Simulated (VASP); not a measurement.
# MgO2 (R-3m) in VASP: a series of runs

Runs on MgO2. Level: PBEsol. Tasks: relaxation of shape and atoms at fixed volume, single point.

Program: VASP 6.6.1. These are calculated values, not measurements. Logs are shortened: lines on timing, memory, paths and dates and some standing lists are left out, and cuts for length are marked.

### Step 1. The cell of the first run

The structure is trigonal, space group R-3m (No. 166). The conventional cell has a = 3.236 Å, b = 3.236 Å, c = 10.535 Å, α = 90.00°, β = 90.00°, γ = 120.00°. Within 2.8 Å of Mg (site symmetry -3m) lie 6 O at 2.12 Å. O (site symmetry 3m) has 1 O at 1.49 Å within 2.0 Å.

### Step 2. Relaxation of shape and atoms at fixed volume, PBEsol (volume scaled by 1.06)

INCAR

```
SYSTEM = MgO2
PREC = Accurate
ENCUT = 600
EDIFF = 1E-6
ISMEAR = 0
SIGMA = 0.02
LREAL = .FALSE.
LASPH = .TRUE.
NELM = 80
ALGO = Normal
ISIF = 4
LWAVE = .FALSE.
LCHARG = .FALSE.
GGA = PS
IBRION = 2
NSW = 50
EDIFFG = -0.01
```

KPOINTS

```
Automatic mesh
0
G
  12 12 12
  0 0 0
```

POSCAR

```
MgO2
1.0
    1.6179967992      0.9341508875      3.5116403782
   -1.6179967992      0.9341508875      3.5116403782
    0.0000000000     -1.8683017751      3.5116403782
Mg O
1 2
Direct
    0.0000000000      0.0000000000      0.0000000000
    0.4291822502      0.4291822502      0.4291822502
    0.5708177498      0.5708177498      0.5708177498
```

Potentials or basis: VASP PAW PBE potentials, release 64 (Mg, O).

Command:

```console
$ cat potpaw_PBE.64/Mg/POTCAR potpaw_PBE.64/O/POTCAR > POTCAR
$ mpirun -np 1 vasp_std > vasp.out
```

OUTCAR:

```text
SYSTEM = MgO2
   PREC = Accurate
   ENCUT = 600
   EDIFF = 1E-6
   ISMEAR = 0
   LREAL = .FALSE.
   LASPH = .TRUE.
   NELM = 80
   ISIF = 4
   GGA = PS
   IBRION = 2
   NSW = 50
   EDIFFG = -0.01

 ion  position               nearest neighbor table
   1  0.000  0.000  0.000-   3 2.12   2 2.12   3 2.12   3 2.12   2 2.12   2 2.12
   2  0.429  0.429  0.429-   3 1.49   1 2.12   1 2.12   1 2.12
   3  0.571  0.571  0.571-   2 1.49   1 2.12   1 2.12   1 2.12

  LATTYP: Found a trigonal (rhomboedric) cell.
 ALAT       =     3.9777090980
 COS(alpha) =     0.6690828506

  Lattice vectors:

 A1 = (   1.6179967992,   0.9341508875,   3.5116403782)
 A2 = (  -1.6179967992,   0.9341508875,   3.5116403782)
 A3 = (   0.0000000000,  -1.8683017751,   3.5116403782)

Analysis of symmetry for initial positions (statically):
=====================================================================
 Subroutine PRICEL returns:
 Original cell was already a primitive cell.

 Routine SETGRP: Setting up the symmetry group for a
 trigonal (rhombohedral) supercell.

 Subroutine GETGRP returns: Found 12 space group operations
 (whereof 12 operations were pure point group operations)
 out of a pool of 12 trial point group operations.

The static configuration has the point symmetry D_3d.

Analysis of symmetry for dynamics (positions and initial velocities):
=====================================================================
 Subroutine PRICEL returns:
 Original cell was already a primitive cell.

 Routine SETGRP: Setting up the symmetry group for a
 trigonal (rhombohedral) supercell.

 Subroutine GETGRP returns: Found 12 space group operations
 (whereof 12 operations were pure point group operations)
 out of a pool of 12 trial point group operations.

The dynamic configuration has the point symmetry D_3d.

 Subroutine INISYM returns: Found 12 space group operations
 (whereof 12 operations are pure point group operations),
 and found     1 'primitive' translations

----------------------------------------------------------------------------------------

                                     Primitive cell

  volume of cell :      31.8461

  direct lattice vectors                    reciprocal lattice vectors
     1.617996799  0.934150887  3.511640378     0.309024097  0.178415146  0.094922400
    -1.617996799  0.934150887  3.511640378    -0.309024097  0.178415146  0.094922400
     0.000000000 -1.868301775  3.511640378     0.000000000 -0.356830291  0.094922400

  length of vectors
     3.977709098  3.977709098  3.977709098     0.369239920  0.369239920  0.369239920

  position of ions in fractional coordinates (direct lattice)
     0.000000000  0.000000000  0.000000000
     0.429182250  0.429182250  0.429182250
     0.570817750  0.570817750  0.570817750

  ion indices of the primitive-cell ions
   primitive index   ion index
                 1           1
                 2           2
                 3           3

----------------------------------------------------------------------------------------

 KPOINTS: Automatic mesh

Automatic generation of k-mesh.
 Grid dimensions read from file:
 generate k-points for:   12   12   12

 Generating k-lattice:

  Cartesian coordinates                     Fractional coordinates (reciprocal lattice)
     0.025752008  0.014867929  0.007910200     0.083333333 -0.000000000 -0.000000000
    -0.025752008  0.014867929  0.007910200    -0.000000000  0.083333333 -0.000000000
     0.000000000 -0.029735858  0.007910200     0.000000000  0.000000000  0.083333333

  Length of vectors
     0.030769993  0.030769993  0.030769993

  Shift w.r.t. Gamma in fractional coordinates (k-lattice)
     0.000000000  0.000000000  0.000000000

 Subroutine IBZKPT returns following result:
 ===========================================

 Found    189 irreducible k-points:

 Following reciprocal coordinates:
            Coordinates               Weight
  0.000000  0.000000  0.000000      1.000000
  0.083333  0.000000 -0.000000      6.000000
  0.166667  0.000000  0.000000      6.000000
  0.250000 -0.000000 -0.000000      6.000000
  0.333333 -0.000000 -0.000000      6.000000
  0.416667 -0.000000 -0.000000      6.000000
[... 16 lines left out ...]
  0.500000  0.166667 -0.000000     12.000000
 -0.416667  0.166667  0.000000     12.000000
 [... further k-points ...]
   k-points           NKPTS =    189   k-points in BZ     NKDIM =    189   number of bands    NBANDS=     11
   number of dos      NEDOS =    301   number of ions     NIONS =      3
   total plane-waves  NPLWV =  32768
   dimension x,y,z NGX =    32 NGY =   32 NGZ =   32
   dimension x,y,z NGXF=    64 NGYF=   64 NGZF=   64
   ions per type =               1   2
   NGX,Y,Z   is equivalent  to a cutoff of  13.37, 13.37, 13.37 a.u.
   NGXF,Y,Z  is equivalent  to a cutoff of  26.75, 26.75, 26.75 a.u.
 SYSTEM =  MgO2
   PREC   = accura    normal or accurate (medium, high low for compatibility)
   ISTART =      0    job   : 0-new  1-cont  2-samecut
   ICHARG =      2    charge: 1-file 2-atom 10-const
   ISPIN  =      1    spin polarized calculation?
   LNONCOLLINEAR =      F non collinear calculations
   LSORBIT =      F    spin-orbit coupling
   LASPH  =      T    aspherical Exc in radial PAW
   ENCUT  =  600.0 eV  44.10 Ry    6.64 a.u.   7.94  7.94  7.94*2*pi/ulx,y,z
   NELM   =     80;   NELMIN=  2; NELMDL= -5     # of ELM steps
   EDIFF  = 0.1E-05   stopping-criterion for ELM
   LREAL  =      F    real-space projection
   EDIFFG = -.1E-01   stopping-criterion for IOM
   NSW    =     50    number of steps for IOM
   IBRION =      2    ionic relax: 0-MD 1-quasi-New 2-CG
   NFREE  =      1    steps in history (QN), initial steepest desc. (CG)
   ISIF   =      4    stress and relaxation
   ISYM   =      2    0-nonsym 1-usesym 2-fastsym
   POTIM  = 0.5000    time-step for ionic-motion
   TEBEG  =    0.0;   TEEND  =   0.0 temperature during run
   PSTRESS=    0.0 pullay stress
   NELECT =      14.0000    total number of electrons
   NUPDOWN=      -1.0000    fix difference up-down
   EMIN   =  10.00;   EMAX   =-10.00  energy-range for DOS
   EFERMI =   0.00;   METHOD = LEGACY
   ISMEAR =     0;   SIGMA  =   0.02  broadening in eV -4-tet -1-fermi 0-gaus
   EFERMI_NEDOS =   21; number of points for ismear=-14 and -15
   IALGO  =     38    algorithm
   IMIX   =      4    mixing-type and parameters
     AMIX     =   0.40;   BMIX     =  1.00
     AMIX_MAG =   1.60;   BMIX_MAG =  1.00
  volume/ion in A,a.u.               =      10.62        71.64
  Fermi-wavevector in a.u.,A,eV,Ry     =   1.244798  2.352327 21.082525  1.549522
  Thomas-Fermi vector in A             =   2.379049
   LORBIT       =      0    0 simple, 1 ext, 2 COOP (PROOUT), +10 PAW based schemes
   GGA     = PS    functional components
   LHFCALC =     F    Hartree Fock is set to
   AEXX    =    0.0000 exact exchange contribution
   IVDW    =     0    specifies the selected vdW correction
   LEPSILON=     F    determine dielectric tensor
   LRPA    =     F    only Hartree local field effects (RPA)
 conjugate gradient relaxation of ions
 non-spin polarized calculation
 Gauss-broadening in eV      SIGMA  =   0.02
  energy-cutoff  :      600.00
  volume of cell :       31.85
 maximum number of plane-waves:      1100
   NGX = 15   NGY = 15   NGZ = 15

--------------------------------------- Ionic step        1  -------------------------------------------

 number of electron      13.9999998 magnetization

 Free energy of the ion-electron system (eV)
  ---------------------------------------------------
  ext. energy  EPLUGINS =         0.00000000
  ---------------------------------------------------
  free energy    TOTEN  =       -17.18730800 eV

  energy without entropy =      -17.18730800  energy(sigma->0) =      -17.18730800

------------------------ aborting loop because EDIFF is reached ----------------------------------------

  FORCE on cell =-STRESS in cart. coord.  units (eV):
  Direction    XX          YY          ZZ          XY          YZ          ZX
  --------------------------------------------------------------------------------------
  -------------------------------------------------------------------------------------
  Total       -1.3864568     -1.3864568     -1.5633037      0.0000000      0.0000000      0.0000000
  in kB      -69.7526882    -69.7526882    -78.6498635      0.0000000      0.0000000      0.0000000
  external PRESSURE =     -72.7184133 kB  Pullay stress =       0.0000000 kB
[... 133 lines left out ...]
  energy  without entropy=      -17.1875379129  energy(sigma->0) =      -17.18753791

--------------------------------------- Ionic step        5  -------------------------------------------

 number of electron      13.9999998 magnetization

 Free energy of the ion-electron system (eV)
  ---------------------------------------------------
  ext. energy  EPLUGINS =         0.00000000
  ---------------------------------------------------
  free energy    TOTEN  =       -17.18762606 eV

  energy without entropy =      -17.18762606  energy(sigma->0) =      -17.18762606

 E-fermi :   2.5803     XC(G=0): -10.3335

 val. band max:        2.4575744902   @ k =   0.5000   0.5000   0.5000
 cond. band min:       4.6666080045   @ k =   0.5000   0.5000   0.5000
 fundamental gap:      2.2090335143
 Fermi energy:         2.5803022244

 k-point     1 :       0.0000    0.0000    0.0000
  band No.  band energies     occupation
      1     -18.7402      2.00000
      2     -11.9819      2.00000
      3      -5.1662      2.00000
      4      -0.8809      2.00000
      5      -0.8809      2.00000
      6       1.6659      2.00000
      7       1.6659      2.00000
      8       6.7652      0.00000
      9       7.2468      0.00000
     10      14.3000      0.00000
     11      16.1047      0.00000
[... 309 lines left out ...]
 k-point    24 :      -0.4167    0.1667    0.0000
  band No.  band energies     occupation
      1     -18.2310      2.00000
      2     -12.3312      2.00000
      3      -4.1728      2.00000
      4      -3.1916      2.00000
      5      -1.5944      2.00000
      6       1.0263      2.00000
      7       1.3386      2.00000
      8       6.5575      0.00000
      9      11.4331      0.00000
     10      12.3463      0.00000
     11      14.7039      0.00000

 [... further k-points ...]
[... 5 lines left out ...]
  --------------------------------------------------------------------------------------
  -------------------------------------------------------------------------------------
  Total       -1.4258774     -1.4258774     -1.4244707      0.0000000      0.0000000     -0.0000000
  in kB      -71.7359403    -71.7359403    -71.6651668      0.0000000      0.0000000     -0.0000000
  external PRESSURE =     -71.7123491 kB  Pullay stress =       0.0000000 kB
[... 18 lines left out ...]
  FREE ENERGIE OF THE ION-ELECTRON SYSTEM (eV)
  ---------------------------------------------------
  free  energy   TOTEN  =       -17.1876260567 eV

  energy  without entropy=      -17.1876260567  energy(sigma->0) =      -17.18762606

 reached required accuracy - stopping structural energy minimisation
```

Wall time 5.9 min (1 thread of AMD EPYC 7R13, shared host); peak memory 0.21 GiB.

What came out:

- Free energy: -17.1876 eV
- Energy gained by relaxing: 0.1 meV/atom
- Ionic steps: 5
- Pressure after relaxing: -7.2 GPa
- Band gap on the k mesh: 2.21 eV, direct

Step by step:
```csv
step,energy change (eV),largest force (eV/Å),pressure (GPa),volume (Å³)
1,0.0000,0.0244,-7.27,31.85
2,-0.0003,0.0302,-7.19,31.85
3,-0.0003,0.0330,-7.14,31.85
4,-0.0002,0.0645,-7.25,31.85
5,-0.0003,0.0006,-7.17,31.85
```

Final structure:
```cif
data_structure
_symmetry_space_group_name_H-M 'P 1'
_symmetry_Int_Tables_number 1
_cell_length_a 3.9700
_cell_length_b 3.9700
_cell_length_c 3.9700
_cell_angle_alpha 48.178
_cell_angle_beta 48.178
_cell_angle_gamma 48.178
_cell_volume 31.85
loop_
_atom_site_label
_atom_site_type_symbol
_atom_site_fract_x
_atom_site_fract_y
_atom_site_fract_z
_atom_site_occupancy
Mg1 Mg 0.00000 0.00000 0.00000 1
O1 O 0.42894 0.42894 0.42894 1
O2 O 0.57106 0.57106 0.57106 1
```

Caveat: the cell differs from its parent crystal (volume scaled by 1.06); the PAW data sets were made with another functional, which shifts forces and pressure a little.

### Step 3. Single point, PBEsol (volume scaled by 0.94, then relaxed in part)

INCAR

```
SYSTEM = MgO2
  PREC = Accurate
  ENCUT = 520
  EDIFF = 1E-6
  ISMEAR = 0
  SIGMA = 0.02
  LREAL = .FALSE.
  LASPH = .TRUE.
  NELM = 80
  ALGO = Normal
  ISIF = 2
  LWAVE = .FALSE.
  LCHARG = .FALSE.
  GGA = PS
  NBANDS = 14
```

KPOINTS

```
regular mesh
0
G
  12 12 12
  0 0 0
```

POSCAR

```
MgO2
1.0
    1.5447437295      0.8918582080      3.4164451819
   -1.5447437295      0.8918582080      3.4164451819
    0.0000000000     -1.7837164161      3.4164451819
Mg O
1 2
Direct
    0.0000000000      0.0000000000      0.0000000000
    0.4291616525      0.4291616525      0.4291616525
    0.5708383475      0.5708383475      0.5708383475
```

Potentials or basis: VASP PAW PBE potentials, release 64 (Mg, O).

Command:

```console
$ cat potpaw_PBE.64/Mg/POTCAR potpaw_PBE.64/O/POTCAR > POTCAR
$ mpirun -np 1 vasp_std > vasp.out
```

Run time: 45 s. Hardware: 1 thread of Intel Xeon 6975P-C (Granite Rapids), shared host; peak memory 0.22 GiB.

Results (log left out):

| Property | Result |
| --- | --- |
| Free energy | -17.1748 eV |
| Pressure | 9.0 GPa |
| Largest force | 0.217 eV/Å |
| Band gap on the k mesh | 2.64 eV, direct |

Forces in eV/Å, atoms in the order of the input:
```
Mg   0.000  0.000  0.000
O    0.000  0.000 -0.217
O    0.000  0.000  0.217
```

Stress tensor (GPa, compression positive):
```
 8.33  0.00  0.00
 0.00  8.33  0.00
 0.00  0.00 10.29
```

Levels at points of the mesh, in eV from the valence-band top:
| k point | band 4 | band 5 | band 6 | band 7 | band 8 | band 9 | band 10 | band 11 |
| --- | --- | --- | --- | --- | --- | --- | --- | --- |
| (0.00, 0.00, 0.00) | -3.65 | -3.65 | -0.93 | -0.93 | 4.95 | 5.21 | 12.70 | 14.39 |
| (0.50, 0.00, 0.00) | -6.72 | -4.07 | -1.39 | -1.34 | 4.49 | 8.91 | 11.10 | 13.12 |
| (0.50, 0.50, 0.00) | -6.03 | -4.76 | -2.42 | -0.21 | 3.86 | 7.93 | 11.66 | 13.23 |
| (0.50, 0.50, 0.50) | -4.23 | -4.23 | 0.00 | 0.00 | 2.64 | 5.02 | 10.23 | 14.88 |

Caveat: the cell differs from its parent crystal (volume scaled by 0.94, then relaxed in part); the PAW data sets were made with another functional, which shifts forces and pressure a little. A k mesh can miss the band edges.

### Step 4. Single point, PBEsol (volume scaled by 0.97, then relaxed in part)

INCAR is that of step 3.

KPOINTS

```
Automatic mesh
0
G
  12 12 12
  0 0 0
```

POSCAR

```
MgO2
1.0
    1.5645289503      0.9032812106      3.4368771738
   -1.5645289503      0.9032812106      3.4368771738
    0.0000000000     -1.8065624212      3.4368771738
Mg O
1 2
Direct
    0.0000000000      0.0000000000      0.0000000000
    0.4291373465      0.4291373465      0.4291373465
    0.5708626535      0.5708626535      0.5708626535
```

Command:

```console
$ cat potpaw_PBE.64/Mg/POTCAR potpaw_PBE.64/O/POTCAR > POTCAR
$ mpirun -np 1 vasp_std > vasp.out
```

It took 42 s on 1 thread of Intel Xeon 6975P-C (Granite Rapids), shared host; peak memory 0.22 GiB.

The run converged. Its results:

| Property | Result |
| --- | --- |
| Free energy | -17.2115 eV |
| Pressure | 4.1 GPa |
| Largest force | 0.211 eV/Å |
| Band gap on the k mesh | 2.54 eV, direct |

Forces on the atoms (eV/Å):
```
Mg   0.000  0.000  0.000
O    0.000  0.000 -0.211
O    0.000  0.000  0.211
```

Stress tensor (GPa, compression positive):
```
3.46 0.00 0.00
0.00 3.46 0.00
0.00 0.00 5.33
```

Levels at points of the mesh, in eV from the valence-band top:
```
           k point  band 5  band 6  band 7  band 8  band 9  band 10
(0.00, 0.00, 0.00)   -3.58   -0.89   -0.89    4.77    5.12    12.47
(0.50, 0.00, 0.00)   -3.97   -1.35   -1.26    4.41    8.75    10.75
(0.50, 0.50, 0.00)   -4.65   -2.33   -0.18    3.77    7.83    11.38
(0.50, 0.50, 0.50)   -4.14    0.00    0.00    2.54    4.94     9.92
```

Caveat: the cell differs from its parent crystal (volume scaled by 0.97, then relaxed in part); the PAW data sets were made with another functional, which shifts forces and pressure a little. A k mesh can miss the band edges.

### Step 5. The runs side by side

```tsv
task	cell	cutoff (eV)	gap on the mesh (eV)	pressure (GPa)	largest force (eV/Å)
relaxation of shape and atoms at fixed volume	relaxed from a = 3.978 Å, angles 48.0°, 3 atoms	600	2.21	-7.2	-
single point	a = 3.854 Å, angles 47.3°, 3 atoms	520	2.64	9.0	0.22
single point	a = 3.883 Å, angles 47.5°, 3 atoms	520	2.54	4.1	0.21
```

Alike in all rows: level PBEsol; potentials or basis VASP PAW PBE potentials, release 64 (Mg, O); no spin polarisation; k mesh 12 × 12 × 12; smearing gaussian 0.02 eV.

Caveats: the PAW data sets were made with another functional, which shifts forces and pressure a little.

Absolute energies hang on the potentials; compare differences alone.
